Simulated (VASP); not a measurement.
# RbBr (P4/mmm) in VASP: a series of runs

RbBr is run at these levels: PBE; tasks: single point.

All numbers are computed with VASP 6.6.1; they aren't measurements. Logs are shortened: lines on timing, memory, paths and dates and some standing lists are left out, and cuts for length are marked.

## (1) The cell of the first run

It takes space group P4/mmm (No. 123, tetragonal). The conventional cell has a = 3.796 Å, b = 3.796 Å, c = 3.961 Å, α = 90.00°, β = 90.00°, γ = 90.00°. Rb (site symmetry 4/mmm) has 8 Br at 3.34 Å and 6 Rb at 3.80 to 3.96 Å within 4.4 Å. Within 4.4 Å of Br (site symmetry 4/mmm) lie 8 Rb at 3.34 Å and 6 Br at 3.80 to 3.96 Å.

## (2) Single point, PBE (strain -0.080 along x and y, -0.040 along z)

File INCAR:

```
SYSTEM = RbBr
ALGO = Normal ; EDIFF = 1E-7
ENCUT = 520 ; GGA = PE
ISIF = 2 ; ISMEAR = 0
LASPH = .True. ; LCHARG = .False.
LREAL = .False. ; LWAVE = .False.
NBANDS = 15 ; NELM = 60
PREC = Accurate ; SIGMA = 0.05
```

File KPOINTS:

```
k-points
0
Gamma
  6 6 6
  0 0 0
```

File POSCAR:

```
RbBr
1.0
    3.7959911160      0.0000000000      0.0000000000
    0.0000000000      3.7959911160      0.0000000000
    0.0000000000      0.0000000000      3.9610342080
Rb Br
1 1
Direct
    0.0000000000      0.0000000000      0.0000000000
    0.5000000000      0.5000000000      0.5000000000
```

Potentials or basis: VASP PAW PBE potentials, release 64 (Rb_sv, Br).

The run is started by

```bash
$ cat potpaw_PBE.64/Rb_sv/POTCAR potpaw_PBE.64/Br/POTCAR > POTCAR
$ mpirun -np 1 vasp_std > vasp.out
```

OUTCAR:

```text
SYSTEM = RbBr
   EDIFF = 1E-7
   ENCUT = 520
   GGA = PE
   ISIF = 2
   ISMEAR = 0
   LASPH = .True.
   LREAL = .False.
   NELM = 60
   PREC = Accurate

 ion  position               nearest neighbor table
   1  0.000  0.000  0.000-   2 3.34   2 3.34   2 3.34   2 3.34   2 3.34   2 3.34   2 3.34   2 3.34

   2  0.500  0.500  0.500-   1 3.34   1 3.34   1 3.34   1 3.34   1 3.34   1 3.34   1 3.34   1 3.34

  LATTYP: Found a simple tetragonal cell.
 ALAT       =     3.7959911160
 C/A-ratio  =     1.0434782609

  Lattice vectors:

 A1 = (   3.7959911160,   0.0000000000,   0.0000000000)
 A2 = (   0.0000000000,   3.7959911160,   0.0000000000)
 A3 = (   0.0000000000,   0.0000000000,   3.9610342080)

Analysis of symmetry for initial positions (statically):
=====================================================================
 Subroutine PRICEL returns:
 Original cell was already a primitive cell.

 Routine SETGRP: Setting up the symmetry group for a
 simple tetragonal supercell.

 Subroutine GETGRP returns: Found 16 space group operations
 (whereof 16 operations were pure point group operations)
 out of a pool of 16 trial point group operations.

The static configuration has the point symmetry D_4h.

Analysis of symmetry for dynamics (positions and initial velocities):
=====================================================================
 Subroutine PRICEL returns:
 Original cell was already a primitive cell.

 Routine SETGRP: Setting up the symmetry group for a
 simple tetragonal supercell.

 Subroutine GETGRP returns: Found 16 space group operations
 (whereof 16 operations were pure point group operations)
 out of a pool of 16 trial point group operations.

The dynamic configuration has the point symmetry D_4h.

 Subroutine INISYM returns: Found 16 space group operations
 (whereof 16 operations are pure point group operations),
 and found     1 'primitive' translations

----------------------------------------------------------------------------------------

                                     Primitive cell

  volume of cell :      57.0767

  direct lattice vectors                    reciprocal lattice vectors
     3.795991116  0.000000000  0.000000000     0.263435811  0.000000000  0.000000000
     0.000000000  3.795991116  0.000000000     0.000000000  0.263435811  0.000000000
     0.000000000  0.000000000  3.961034208     0.000000000  0.000000000  0.252459319

  length of vectors
     3.795991116  3.795991116  3.961034208     0.263435811  0.263435811  0.252459319

  position of ions in fractional coordinates (direct lattice)
     0.000000000  0.000000000  0.000000000
     0.500000000  0.500000000  0.500000000

  ion indices of the primitive-cell ions
   primitive index   ion index
                 1           1
                 2           2

----------------------------------------------------------------------------------------

 KPOINTS: k-points

Automatic generation of k-mesh.
 Grid dimensions read from file:
 generate k-points for:    6    6    6

 Generating k-lattice:

  Cartesian coordinates                     Fractional coordinates (reciprocal lattice)
     0.043905969  0.000000000  0.000000000     0.166666667  0.000000000  0.000000000
     0.000000000  0.043905969  0.000000000     0.000000000  0.166666667  0.000000000
     0.000000000  0.000000000  0.042076553     0.000000000  0.000000000  0.166666667

  Length of vectors
     0.043905969  0.043905969  0.042076553

  Shift w.r.t. Gamma in fractional coordinates (k-lattice)
     0.000000000  0.000000000  0.000000000

 Subroutine IBZKPT returns following result:
 ===========================================

 Found     40 irreducible k-points:

 Following reciprocal coordinates:
            Coordinates               Weight
  0.000000  0.000000  0.000000      1.000000
  0.166667  0.000000  0.000000      4.000000
  0.333333  0.000000  0.000000      4.000000
  0.500000  0.000000  0.000000      2.000000
  0.166667  0.166667  0.000000      4.000000
  0.333333  0.166667  0.000000      8.000000
[... 16 lines left out ...]
  0.333333  0.000000  0.333333      8.000000
  0.500000  0.000000  0.333333      4.000000
 [... further k-points ...]
   k-points           NKPTS =     40   k-points in BZ     NKDIM =     40   number of bands    NBANDS=     15
   number of dos      NEDOS =    301   number of ions     NIONS =      2
   total plane-waves  NPLWV =  23520
   dimension x,y,z NGX =    28 NGY =   28 NGZ =   30
   dimension x,y,z NGXF=    56 NGYF=   56 NGZF=   60
   ions per type =               1   1
   NGX,Y,Z   is equivalent  to a cutoff of  12.26, 12.26, 12.59 a.u.
   NGXF,Y,Z  is equivalent  to a cutoff of  24.53, 24.53, 25.18 a.u.
 SYSTEM =  RbBr
   PREC   = accura    normal or accurate (medium, high low for compatibility)
   ISTART =      0    job   : 0-new  1-cont  2-samecut
   ICHARG =      2    charge: 1-file 2-atom 10-const
   ISPIN  =      1    spin polarized calculation?
   LNONCOLLINEAR =      F non collinear calculations
   LSORBIT =      F    spin-orbit coupling
   LASPH  =      T    aspherical Exc in radial PAW
   ENCUT  =  520.0 eV  38.22 Ry    6.18 a.u.   7.06  7.06  7.36*2*pi/ulx,y,z
   NELM   =     60;   NELMIN=  2; NELMDL= -5     # of ELM steps
   EDIFF  = 0.1E-06   stopping-criterion for ELM
   LREAL  =      F    real-space projection
   EDIFFG = 0.1E-05   stopping-criterion for IOM
   NSW    =      0    number of steps for IOM
   IBRION =     -1    ionic relax: 0-MD 1-quasi-New 2-CG
   NFREE  =      0    steps in history (QN), initial steepest desc. (CG)
   ISIF   =      2    stress and relaxation
   ISYM   =      2    0-nonsym 1-usesym 2-fastsym
   POTIM  = 0.5000    time-step for ionic-motion
   TEBEG  =    0.0;   TEEND  =   0.0 temperature during run
   PSTRESS=    0.0 pullay stress
   NELECT =      16.0000    total number of electrons
   NUPDOWN=      -1.0000    fix difference up-down
   EMIN   =  10.00;   EMAX   =-10.00  energy-range for DOS
   EFERMI =   0.00;   METHOD = LEGACY
   ISMEAR =     0;   SIGMA  =   0.05  broadening in eV -4-tet -1-fermi 0-gaus
   EFERMI_NEDOS =   21; number of points for ismear=-14 and -15
   IALGO  =     38    algorithm
   IMIX   =      4    mixing-type and parameters
     AMIX     =   0.40;   BMIX     =  1.00
     AMIX_MAG =   1.60;   BMIX_MAG =  1.00
  volume/ion in A,a.u.               =      28.54       192.59
  Fermi-wavevector in a.u.,A,eV,Ry     =   1.071425  2.024700 15.618833  1.147952
  Thomas-Fermi vector in A             =   2.207165
   LORBIT       =      0    0 simple, 1 ext, 2 COOP (PROOUT), +10 PAW based schemes
   GGA     = PE    functional components
   LHFCALC =     F    Hartree Fock is set to
   AEXX    =    0.0000 exact exchange contribution
   IVDW    =     0    specifies the selected vdW correction
   LEPSILON=     F    determine dielectric tensor
   LRPA    =     F    only Hartree local field effects (RPA)
 non-spin polarized calculation
 Gauss-broadening in eV      SIGMA  =   0.05
  energy-cutoff  :      520.00
  volume of cell :       57.08
 maximum number of plane-waves:      1552
   NGX = 15   NGY = 15   NGZ = 15

 number of electron      15.9999998 magnetization

 Free energy of the ion-electron system (eV)
  ---------------------------------------------------
  ext. energy  EPLUGINS =         0.00000000
  ---------------------------------------------------
  free energy    TOTEN  =        -5.71435980 eV

  energy without entropy =       -5.71435980  energy(sigma->0) =       -5.71435980

 E-fermi :   0.8012     XC(G=0):  -8.8498

 val. band max:        0.5786789040   @ k =   0.5000   0.0000   0.5000
 cond. band min:       5.3403413507   @ k =   0.0000   0.0000   0.0000
 fundamental gap:      4.7616624467
 Fermi energy:         0.8011628241

 k-point     1 :       0.0000    0.0000    0.0000
  band No.  band energies     occupation
      1     -24.4142      2.00000
      2     -12.5396      2.00000
      3      -8.3991      2.00000
      4      -8.3173      2.00000
      5      -8.3173      2.00000
      6       0.1856      2.00000
      7       0.4391      2.00000
      8       0.4391      2.00000
      9       5.3403      0.00000
     10       5.7164      0.00000
     11       5.8193      0.00000
     12      10.8111      0.00000
     13      10.8111      0.00000
     14      11.2528      0.00000
     15      13.6173      0.00000

 k-point     2 :       0.1667    0.0000    0.0000
  band No.  band energies     occupation
      1     -24.3997      2.00000
      2     -12.5456      2.00000
      3      -8.3851      2.00000
      4      -8.3686      2.00000
      5      -8.2909      2.00000
      6      -0.3055      2.00000
      7       0.1263      2.00000
      8       0.4009      2.00000
      9       5.8455      0.00000
     10       6.2055      0.00000
     11       6.7809      0.00000
     12      10.6500      0.00000
     13      11.0158      0.00000
     14      11.0241      0.00000
     15      12.4885      0.00000

 k-point     3 :       0.3333    0.0000    0.0000
  band No.  band energies     occupation
      1     -24.3702      2.00000
      2     -12.5659      2.00000
      3      -8.4868      2.00000
      4      -8.3063      2.00000
      5      -8.2372      2.00000
      6      -1.4029      2.00000
      7       0.0017      2.00000
      8       0.3190      2.00000
      9       6.6448      0.00000
     10       7.6549      0.00000
     11       8.6251      0.00000
     12      10.3684      0.00000
     13      10.6517      0.00000
     14      10.8777      0.00000
     15      11.5436      0.00000

 k-point     4 :       0.5000    0.0000    0.0000
  band No.  band energies     occupation
      1     -24.3553      2.00000
      2     -12.5805      2.00000
      3      -8.5205      2.00000
      4      -8.2744      2.00000
      5      -8.2098      2.00000
      6      -1.8564      2.00000
      7      -0.0633      2.00000
      8       0.2752      2.00000
      9       7.3630      0.00000
     10       8.6642      0.00000
     11       9.1925      0.00000
     12       9.4486      0.00000
     13      10.9997      0.00000
     14      11.0358      0.00000
     15      11.9394      0.00000
[... 307 lines left out ...]
 k-point    22 :       0.1667    0.0000    0.3333
  band No.  band energies     occupation
      1     -24.3713      2.00000
      2     -12.5506      2.00000
      3      -8.5564      2.00000
      4      -8.3364      2.00000
      5      -8.2340      2.00000
      6      -1.2364      2.00000
      7      -0.1085      2.00000
      8       0.3224      2.00000
      9       6.9969      0.00000
     10       7.5769      0.00000
     11       8.4102      0.00000
     12       9.9729      0.00000
     13      10.3467      0.00000
     14      11.3968      0.00000
     15      11.8120      0.00000

 k-point    23 :       0.3333    0.0000    0.3333
  band No.  band energies     occupation
      1     -24.3443      2.00000
      2     -12.4101      2.00000
      3      -8.8013      2.00000
      4      -8.5583      2.00000
      5      -8.1935      2.00000
      6      -1.0178      2.00000
      7      -0.5820      2.00000
      8       0.4379      2.00000
      9       6.5953      0.00000
     10       7.4633      0.00000
     11       9.1280      0.00000
     12       9.9319      0.00000
     13       9.9976      0.00000
     14      10.9041      0.00000
     15      12.2509      0.00000

 k-point    24 :       0.5000    0.0000    0.3333
  band No.  band energies     occupation
      1     -24.3307      2.00000
      2     -12.3366      2.00000
      3      -8.8659      2.00000
      4      -8.7234      2.00000
      5      -8.1730      2.00000
      6      -1.1065      2.00000
      7      -0.5696      2.00000
      8       0.4976      2.00000
      9       6.2969      0.00000
     10       7.3415      0.00000
     11       9.0852      0.00000
     12       9.1781      0.00000
     13      10.5761      0.00000
     14      11.8681      0.00000
     15      13.1136      0.00000

 [... further k-points ...]

------------------------ aborting loop because EDIFF is reached ----------------------------------------

  FORCE on cell =-STRESS in cart. coord.  units (eV):
  Direction    XX          YY          ZZ          XY          YZ          ZX
  --------------------------------------------------------------------------------------
  -------------------------------------------------------------------------------------
  Total        2.6405957      2.6405957      2.0945006      0.0000000      0.0000000      0.0000000
  in kB       74.1230931     74.1230931     58.7938771      0.0000000      0.0000000      0.0000000
  external PRESSURE =      69.0133544 kB  Pullay stress =       0.0000000 kB

 VOLUME and BASIS-vectors are now :
 -----------------------------------------------------------------------------
  energy-cutoff  :      520.00
  volume of cell :       57.08
      direct lattice vectors                 reciprocal lattice vectors
     3.795991116  0.000000000  0.000000000     0.263435811  0.000000000  0.000000000
     0.000000000  3.795991116  0.000000000     0.000000000  0.263435811  0.000000000
     0.000000000  0.000000000  3.961034208     0.000000000  0.000000000  0.252459319

 POSITION                                       TOTAL-FORCE (eV/Angst)
 -----------------------------------------------------------------------------------
      0.00000      0.00000      0.00000         0.000000      0.000000      0.000000
      1.89800      1.89800      1.98052         0.000000      0.000000      0.000000
 -----------------------------------------------------------------------------------
    total drift:                                0.000000      0.000000      0.000000

  FREE ENERGIE OF THE ION-ELECTRON SYSTEM (eV)
  ---------------------------------------------------
  free  energy   TOTEN  =        -5.7143598038 eV

  energy  without entropy=       -5.7143598038  energy(sigma->0) =       -5.71435980
```

It took 24 s on 1 thread of Intel Xeon Platinum 8375C at 2.90GHz (Ice Lake), shared host; peak memory 0.18 GiB.

Results:

```yaml
Free_energy: -5.7144 eV
Pressure: 6.9 GPa
Band_gap_on_the_k_mesh: 4.76 eV, indirect (least direct gap 4.90 eV)
```

Stress tensor (GPa, compression positive):
```
7.41 0.00 0.00
0.00 7.41 0.00
0.00 0.00 5.88
```

Caveat: the cell differs from its parent crystal (strain -0.080 along x and y, -0.040 along z). A k mesh can miss the band edges.

## (3) Single point, PBE (strain -0.040 along x and y, -0.080 along z)

File INCAR:

```
SYSTEM = RbBr
PREC = Accurate ; ENCUT = 520
EDIFF = 1E-6 ; ISMEAR = 0
SIGMA = 0.05 ; LREAL = .False.
LASPH = .True. ; NELM = 100
ALGO = Normal ; ISIF = 2
LWAVE = .False. ; LCHARG = .True.
GGA = PE ; LELF = .True.
LVHAR = .True. ; NBANDS = 15
```

File KPOINTS:

```
Automatic mesh
0
Gamma
  6 6 6
  0 0 0
```

File POSCAR:

```
RbBr
1.0
    3.9610342080      0.0000000000      0.0000000000
    0.0000000000      3.9610342080      0.0000000000
    0.0000000000      0.0000000000      3.7959911160
Rb Br
1 1
Direct
    0.0000000000      0.0000000000      0.0000000000
    0.5000000000      0.5000000000      0.5000000000
```

Potentials or basis: VASP PAW PBE potentials, release 64 (Rb_sv, Br).

The run is started by

```bash
$ cat potpaw_PBE.64/Rb_sv/POTCAR potpaw_PBE.64/Br/POTCAR > POTCAR
$ mpirun -np 1 vasp_std > vasp.out
```

Run time: 26 s. Hardware: 1 thread of Intel Xeon Platinum 8375C at 2.90GHz (Ice Lake), shared host; peak memory 0.18 GiB.

Results (log left out):

| Property | Result |
| --- | --- |
| Free energy | -5.8074 eV |
| Pressure | 5.2 GPa |
| Band gap on the k mesh | 4.54 eV, indirect (least direct gap 4.67 eV) |

Stress tensor (GPa, compression positive):
```
4.68 0.00 0.00
0.00 4.68 0.00
0.00 0.00 6.23
```

Levels at points of the mesh, in eV from the valence-band top:
| k point | band 4 | band 5 | band 6 | band 7 | band 8 | band 9 | band 10 | band 11 | band 12 | band 13 |
| --- | --- | --- | --- | --- | --- | --- | --- | --- | --- | --- |
| (0.00, 0.00, 0.00) | -9.07 | -8.99 | -0.40 | -0.40 | -0.13 | 4.54 | 5.06 | 5.29 | 9.90 | 10.35 |
| (0.50, 0.00, 0.00) | -8.98 | -8.91 | -2.35 | -0.62 | -0.29 | 6.65 | 7.72 | 8.33 | 8.59 | 10.42 |
| (0.50, 0.50, 0.00) | -9.54 | -8.87 | -1.38 | -1.38 | 0.00 | 5.13 | 6.44 | 8.21 | 8.21 | 11.92 |
| (0.00, 0.00, 0.50) | -8.96 | -8.96 | -2.39 | -0.55 | -0.55 | 6.78 | 7.84 | 8.48 | 8.59 | 10.06 |
| (0.50, 0.00, 0.50) | -9.50 | -8.90 | -1.48 | -1.34 | -0.23 | 5.20 | 6.05 | 7.65 | 7.80 | 12.04 |
| (0.50, 0.50, 0.50) | -9.35 | -9.35 | -2.03 | -1.93 | -1.93 | 8.58 | 8.58 | 8.87 | 9.88 | 9.88 |

Caveat: the cell differs from its parent crystal (strain -0.040 along x and y, -0.080 along z). A k mesh can miss the band edges.

## (4) Single point, PBE (strain -0.040 along x and y, +0.000 along z)

File INCAR:

```
  PREC = Accurate
  ENCUT = 520
  EDIFF = 1E-7
  ISMEAR = 0
  SIGMA = 0.05
  LREAL = F
  LASPH = T
  NELM = 80
  ALGO = Normal
  ISIF = 2
  LWAVE = F
  LCHARG = F
  GGA = PE
  NBANDS = 15
```

File KPOINTS:

```
regular mesh
0
Gamma
  6 6 6
```

Changes to POSCAR since step 3:

```diff
@@ -4,3 +4,3 @@
     0.0000000000      3.9610342080      0.0000000000
-    0.0000000000      0.0000000000      3.7959911160
+    0.0000000000      0.0000000000      4.1260773000
 Rb Br
```

The run is started by

```bash
$ cat potpaw_PBE.64/Rb_sv/POTCAR potpaw_PBE.64/Br/POTCAR > POTCAR
$ mpirun -np 1 vasp_std > vasp.out
```

Wall time 30 s (1 thread of Intel Xeon Platinum 8375C at 2.90GHz (Ice Lake), shared host); peak memory 0.19 GiB.

The run converged. Its results:

```
Free energy            : -5.9315 eV
Pressure               : 2.6 GPa
Band gap on the k mesh : 4.28 eV, indirect (least direct gap 4.43 eV)
```

Stress tensor (GPa, compression positive):
```
3.05 0.00 0.00
0.00 3.05 0.00
0.00 0.00 1.73
```

Levels at points of the mesh, in eV from the valence-band top:
```tsv
k point	band 4	band 5	band 6	band 7	band 8	band 9	band 10	band 11	band 12	band 13
(0.00, 0.00, 0.00)	-9.03	-9.03	-0.37	-0.15	-0.15	4.28	5.34	5.48	9.96	9.96
(0.50, 0.00, 0.00)	-9.00	-8.96	-2.03	-0.50	-0.23	6.83	7.43	8.13	8.64	9.95
(0.50, 0.50, 0.00)	-9.47	-8.95	-1.23	-1.23	-0.19	5.32	5.99	7.67	7.67	11.47
(0.00, 0.00, 0.50)	-8.98	-8.98	-2.00	-0.28	-0.28	6.75	7.39	7.83	8.69	10.30
(0.50, 0.00, 0.50)	-9.39	-8.93	-1.27	-1.16	0.00	5.23	6.32	8.02	8.16	11.28
(0.50, 0.50, 0.50)	-9.37	-9.26	-1.64	-1.64	-1.57	8.32	8.52	8.52	9.41	9.81
```

Caveat: the cell differs from its parent crystal (strain -0.040 along x and y, +0.000 along z). A k mesh can miss the band edges.

## (5) Summary

| cell | gap on the mesh (eV) | pressure (GPa) |
| --- | --- | --- |
| a = 3.796, b = 3.796, c = 3.961 Å, 2 atoms | 4.76 | 6.9 |
| a = 3.961, b = 3.961, c = 3.796 Å, 2 atoms | 4.54 | 5.2 |
| a = 3.961, b = 3.961, c = 4.126 Å, 2 atoms | 4.28 | 2.6 |

Alike in all rows: task single point; level PBE; potentials or basis VASP PAW PBE potentials, release 64 (Rb_sv, Br); no spin polarisation; k mesh 6 × 6 × 6; cutoff (eV) 520; smearing gaussian 0.05 eV.

Absolute energies hang on the potentials; compare differences alone.
